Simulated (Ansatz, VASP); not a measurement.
Two plane-wave programs on ZrB

Contents of INCAR:

```
PREC = Accurate
ENCUT = 520
EDIFF = 1E-6
ISMEAR = 1
SIGMA = 0.1
LREAL = False
LASPH = True
NELM = 100
ALGO = Normal
ISIF = 2
LWAVE = False
LCHARG = True
GGA = PE
IVDW = 13
LELF = True
LVHAR = True
NBANDS = 14
```

Contents of KPOINTS:

```
Automatic mesh
0
Gamma
  10 10 10
```

Contents of POSCAR:

```
ZrB
1.0
    0.0000000000      2.4231224170      2.4231224170
    2.4231224170      0.0000000000      2.4231224170
    2.4231224170      2.4231224170      0.0000000000
Zr B
1 1
Direct
    0.5000000000      0.5000000000      0.5000000000
    0.0000000000      0.0000000000      0.0000000000
```

Input for Ansatz:

```yaml
crystal:
  lattice:
    - [0.0, 2.4231224169677676, 2.4231224169677676]
    - [2.4231224169677676, 0.0, 2.4231224169677676]
    - [2.4231224169677676, 2.4231224169677676, 0.0]
  atoms:
    - { symbol: Zr, position: [0.5, 0.5, 0.5] }
    - { symbol: B, position: [0.0, 0.0, 0.0] }
basis:
  ecutwfc: 489.804952427784
kpoints:
  mp_grid:
    grid: [10, 10, 10]
hamiltonian:
  xc: pbe
  dispersion: d4
scf:
  max_iter: 80
  occupations:
    method: cold
    width: 0.1
output:
  stress: true
```

Alike in both runs: task single point; functional PBE; dispersion D4; k mesh 10 × 10 × 10; no spin polarisation.

|  | VASP | Ansatz |
| --- | --- | --- |
| version | VASP 6.6.1 | Ansatz 0.2.0 |
| potentials or method | VASP PAW PBE potentials, release 64 (Zr_sv, B), cutoff 520 eV | plane waves, PAW |
| occupations | methfessel-paxton of order 1, width 0.1 eV | cold, width 0.1 eV |
| valence electrons in the cell | 15 | 15 |

|  | VASP | Ansatz | Ansatz less VASP |
| --- | --- | --- | --- |
| pressure (GPa) | 2.5 | 2.4 | -0.12 |
